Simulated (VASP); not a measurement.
Here is a VASP 6.6.1 calculation.

Contents of INCAR:

```
SYSTEM = Li3SeF
PREC = Accurate ; ENCUT = 520
EDIFF = 1E-7 ; ISMEAR = 0
SIGMA = 0.1 ; LREAL = .FALSE.
LASPH = .TRUE. ; NELM = 80
ALGO = Normal ; ISIF = 2
LWAVE = .FALSE. ; LCHARG = .FALSE.
GGA = PE ; NBANDS = 33
```

File KPOINTS:

```
Automatic mesh
0
G
  4 4 2
  0 0 0
```

File POSCAR:

```
Li3SeF
1.0
   -4.0012592438     -0.0009629297     -0.0023205997
   -0.0023431753      0.0030030656     -3.9951831437
   -0.0019347555     -7.9988075513      0.0059976531
Li Se F
6 2 2
Direct
    0.5000849668      0.5000468638      1.0000035773
    0.5002144128      0.4999734436      0.5000039616
    0.5001802676     -0.0000742965      0.7500238125
    0.5001750464      1.0000690428      0.2500499504
    1.0000100275      0.4999492833      0.7499455157
    1.0000325572      0.5001522170      0.2499489456
   -0.0002077241      0.9999573092      0.5000036264
   -0.0002435931      0.9999653432      1.0000165981
    0.4998568367      0.4999398935      0.7499892861
    0.4998972021      0.5000209001      0.2500147264
```

Potentials or basis: VASP PAW PBE potentials, release 64 (Li_sv, Se, F).

Run with:

```console
$ cat potpaw_PBE.64/Li_sv/POTCAR potpaw_PBE.64/Se/POTCAR potpaw_PBE.64/F/POTCAR > POTCAR
$ mpirun -np 1 vasp_std > vasp.out
```

Problem. Estimate the band gap on the k mesh.

Solution. 3.73 eV.

 A k mesh can miss the band edges.
